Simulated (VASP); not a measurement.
# TiO2 (P1) in VASP: single point with PBEsol

Aim: the single point of TiO2 with PBEsol.

All numbers are computed with VASP 6.6.1; they aren't measurements. Logs are shortened: lines on timing, memory, paths and dates and some standing lists are left out, and cuts for length are marked.

**1. The cell of the first run**

The typed cell holds 12 atoms: a = 3.847 Å, b = 3.847 Å, c = 9.670 Å, α = 90.00°, β = 90.00°, γ = 90.00°.

**2. Single point, PBEsol**

Input file INCAR:

```
SYSTEM = TiO2
ALGO = Normal
EDIFF = 1E-7
ENCUT = 520
GGA = PS
ISIF = 2
ISMEAR = -1
LASPH = .TRUE.
LCHARG = .TRUE.
LELF = .TRUE.
LREAL = .FALSE.
LVHAR = .TRUE.
LWAVE = .FALSE.
NBANDS = 60
NELM = 80
PREC = Accurate
SIGMA = 0.24
```

Input file KPOINTS:

```
k-points
0
G
  3 3 1
  0 0 0
```

Input file POSCAR:

```
TiO2
1.0
    3.8470600000      0.0000000000      0.0000000000
    0.0000000000      3.8470600000      0.0000000000
    0.0000000000      0.0000000000      9.6699950000
Ti O
4 8
Direct
    0.0575244472     -0.0181437253      0.0201758119
    0.0792553274      0.4537750906      0.2737126545
    0.5442337785      0.4763637687      0.5149330481
    0.6128836046     -0.0889770370      0.7793592448
    0.0419281217      0.0031452590      0.2379111882
    0.0420320972      0.4710350241      0.4734438849
    0.1043654115      0.4649784511      0.0582006506
    0.0809449294     -0.0796972233      0.8183044562
    0.6211756510      0.4537231028      0.7258638707
    0.5685900402     -0.0790473764      0.9780460073
    0.5240625309     -0.0394846974      0.5684180809
    0.5644830078      0.4912322657      0.3169701742
```

Potentials or basis: VASP PAW PBE potentials, release 64 (Ti_sv, O).

The run is started by

```sh
$ cat potpaw_PBE.64/Ti_sv/POTCAR potpaw_PBE.64/O/POTCAR > POTCAR
$ mpirun -np 1 vasp_std > vasp.out
```

OUTCAR:

```text
SYSTEM = TiO2
   EDIFF = 1E-7
   ENCUT = 520
   GGA = PS
   ISIF = 2
   ISMEAR = -1
   LASPH = .TRUE.
   LREAL = .FALSE.
   NELM = 80
   PREC = Accurate

 ion  position               nearest neighbor table
   1  0.058  0.982  0.020-   7 1.90  10 1.94   8 1.97  10 2.02   7 2.03   5 2.11   4 2.90
   2  0.079  0.454  0.274-   5 1.77  12 1.92   6 1.94  12 2.03   7 2.09   5 2.15
   3  0.544  0.476  0.515-  12 1.92  11 1.93   6 1.96   6 1.97  11 2.05   9 2.06
   4  0.613  0.911  0.779-   9 1.83   8 1.84  10 1.93  11 2.08   8 2.08   9 2.15   1 2.90
   5  0.042  0.003  0.238-   2 1.77   1 2.11   2 2.15
   6  0.042  0.471  0.473-   2 1.94   3 1.96   3 1.97
   7  0.104  0.465  0.058-   1 1.90   1 2.03   2 2.09
   8  0.081  0.920  0.818-   4 1.84   1 1.97   4 2.08
   9  0.621  0.454  0.726-   4 1.83   3 2.06   4 2.15
  10  0.569  0.921  0.978-   4 1.93   1 1.94   1 2.02
  11  0.524  0.961  0.568-   3 1.93   3 2.05   4 2.08
  12  0.564  0.491  0.317-   3 1.92   2 1.92   2 2.03

  LATTYP: Found a simple tetragonal cell.
 ALAT       =     3.8470600000
 C/A-ratio  =     2.5136064943

  Lattice vectors:

 A1 = (   3.8470600000,   0.0000000000,   0.0000000000)
 A2 = (   0.0000000000,   3.8470600000,   0.0000000000)
 A3 = (   0.0000000000,   0.0000000000,   9.6699950000)

Analysis of symmetry for initial positions (statically):
=====================================================================
 Subroutine PRICEL returns:
 Original cell was already a primitive cell.

 Routine SETGRP: Setting up the symmetry group for a
 simple tetragonal supercell.

 Subroutine GETGRP returns: Found  1 space group operations
 (whereof  1 operations were pure point group operations)
 out of a pool of 16 trial point group operations.

The static configuration has the point symmetry C_1 .

Analysis of symmetry for dynamics (positions and initial velocities):
=====================================================================
 Subroutine PRICEL returns:
 Original cell was already a primitive cell.

 Routine SETGRP: Setting up the symmetry group for a
 simple tetragonal supercell.

 Subroutine GETGRP returns: Found  1 space group operations
 (whereof  1 operations were pure point group operations)
 out of a pool of 16 trial point group operations.

The dynamic configuration has the point symmetry C_1 .

[... 106 lines left out ...]
   POTIM  = 0.5000    time-step for ionic-motion
   TEBEG  =    0.0;   TEEND  =   0.0 temperature during run
   PSTRESS=    0.0 pullay stress
   NELECT =      96.0000    total number of electrons
   NUPDOWN=      -1.0000    fix difference up-down
   EMIN   =  10.00;   EMAX   =-10.00  energy-range for DOS
   EFERMI =   0.00;   METHOD = LEGACY
   ISMEAR =    -1;   SIGMA  =   0.24  broadening in eV -4-tet -1-fermi 0-gaus
   EFERMI_NEDOS =   21; number of points for ismear=-14 and -15
   IALGO  =     38    algorithm
   IMIX   =      4    mixing-type and parameters
     AMIX     =   0.40;   BMIX     =  1.00
     AMIX_MAG =   1.60;   BMIX_MAG =  1.00
  volume/ion in A,a.u.               =      11.93        80.48
  Fermi-wavevector in a.u.,A,eV,Ry     =   1.433080  2.708129 27.942544  2.053719
  Thomas-Fermi vector in A             =   2.552638
   LORBIT       =      0    0 simple, 1 ext, 2 COOP (PROOUT), +10 PAW based schemes
   GGA     = PS    functional components
   LHFCALC =     F    Hartree Fock is set to
   AEXX    =    0.0000 exact exchange contribution
   IVDW    =     0    specifies the selected vdW correction
   LEPSILON=     F    determine dielectric tensor
   LRPA    =     F    only Hartree local field effects (RPA)
 non-spin polarized calculation
  energy-cutoff  :      520.00
  volume of cell :      143.11
 maximum number of plane-waves:      3850
 NGX is ok and might be reduce to    30
   NGX = 15   NGY = 15   NGZ = 35

 number of electron      95.9999995 magnetization

 Free energy of the ion-electron system (eV)
  ---------------------------------------------------
  ext. energy  EPLUGINS =         0.00000000
  ---------------------------------------------------
  free energy    TOTEN  =      -111.65737357 eV

  energy without entropy =     -111.61405511  energy(sigma->0) =     -111.63571434

 E-fermi :   4.0812     XC(G=0): -10.7501

 val. band max:        2.8418628060   @ k =  -0.3333   0.3333   0.0000
 cond. band min:       5.0172839393   @ k =   0.0000   0.0000   0.0000
 fundamental gap:      2.1754211333
 Fermi energy:         4.0812458897

 k-point     1 :       0.0000    0.0000    0.0000
  band No.  band energies     occupation
      1     -53.6032      2.00000
      2     -53.2840      2.00000
      3     -53.2412      2.00000
      4     -53.0790      2.00000
      5     -30.0507      2.00000
      6     -29.9290      2.00000
[... 304 lines left out ...]
     59       7.2009      0.00000
     60       7.3694      0.00000

------------------------ aborting loop because EDIFF is reached ----------------------------------------

  FORCE on cell =-STRESS in cart. coord.  units (eV):
  Direction    XX          YY          ZZ          XY          YZ          ZX
  --------------------------------------------------------------------------------------
  -------------------------------------------------------------------------------------
  Total       -4.1047767     -9.2770074     -5.1632056      0.4642324     -0.4150820      2.5444234
  in kB      -45.9532203   -103.8566512    -57.8023951      5.1971094     -4.6468681     28.4849715
  external PRESSURE =     -69.2040888 kB  Pullay stress =       0.0000000 kB

 VOLUME and BASIS-vectors are now :
 -----------------------------------------------------------------------------
  energy-cutoff  :      520.00
  volume of cell :      143.11
      direct lattice vectors                 reciprocal lattice vectors
     3.847060000  0.000000000  0.000000000     0.259938758  0.000000000  0.000000000
     0.000000000  3.847060000  0.000000000     0.000000000  0.259938758  0.000000000
     0.000000000  0.000000000  9.669995000     0.000000000  0.000000000  0.103412670

 POSITION                                       TOTAL-FORCE (eV/Angst)
 -----------------------------------------------------------------------------------
      0.22130      3.77726      0.19510         0.280387     -0.131943      0.088698
      0.30490      1.74570      2.64680        -0.266795      0.844266     -0.027583
      2.09370      1.83260      4.97940         0.057200      0.204523      1.461688
      2.35780      3.50476      7.53640        -0.874869      0.099809     -1.793654
      0.16130      0.01210      2.30060         0.154331     -1.758092     -1.005853
      0.16170      1.81210      4.57820         0.846073     -0.199811      0.231499
      0.40150      1.78880      0.56280        -0.510582      0.038030      0.582803
      0.31140      3.54046      7.91300         0.319052      0.726808      0.463045
      2.38970      1.74550      7.01910        -0.293629     -0.284605      0.210779
      2.18740      3.54296      9.45770         0.793669      0.700350      0.652176
      2.01610      3.69516      5.49660         0.183548     -0.266377     -0.164215
      2.17160      1.88980      3.06510        -0.688385      0.027041     -0.699383
 -----------------------------------------------------------------------------------
    total drift:                                0.001219     -0.000883     -0.000609

  FREE ENERGIE OF THE ION-ELECTRON SYSTEM (eV)
  ---------------------------------------------------
  free  energy   TOTEN  =      -111.6573735746 eV

  energy  without entropy=     -111.6140551130  energy(sigma->0) =     -111.63571434
```

stdout:

```text
POSCAR found type information on POSCAR TiO
 POSCAR found :  2 types and      12 ions
 scaLAPACK will be used
 -----------------------------------------------------------------------------
|                                                                             |
|                                                                             |
|     You enforced a specific xc type in the INCAR file but a different       |
|     I HOPE YOU KNOW WHAT YOU ARE DOING!                                     |
|                                                                             |
 -----------------------------------------------------------------------------

 LDA part: xc-table for (Slater+PW92), standard interpolation
 POSCAR, INCAR and KPOINTS ok, starting setup
 FFT: planning ... GRIDC
 FFT: planning ... GRID_SOFT
 FFT: planning ... GRID
 WAVECAR not read
 entering main loop
```

Wall time 2.8 min (1 thread of Intel Xeon 8259CL, shared host); peak memory 0.24 GiB.

What came out:

```
Free energy            : -111.6574 eV
Pressure               : -6.9 GPa
Largest force          : 2.031 eV/Å
Band gap on the k mesh : 2.18 eV (least direct gap 2.23 eV)
```

Forces on the atoms (eV/Å):
```
Ti   0.280 -0.132  0.089
Ti  -0.267  0.844 -0.028
Ti   0.057  0.205  1.462
Ti  -0.875  0.100 -1.794
O    0.154 -1.758 -1.006
O    0.846 -0.200  0.231
O   -0.511  0.038  0.583
O    0.319  0.727  0.463
O   -0.294 -0.285  0.211
O    0.794  0.700  0.652
O    0.184 -0.266 -0.164
O   -0.688  0.027 -0.699
```

Caveat: the k points lie up to 0.65 Å⁻¹ apart; the atoms stand as in a frame of molecular dynamics; the PAW data sets were made with another functional, which shifts forces and pressure a little. A k mesh can miss the band edges.
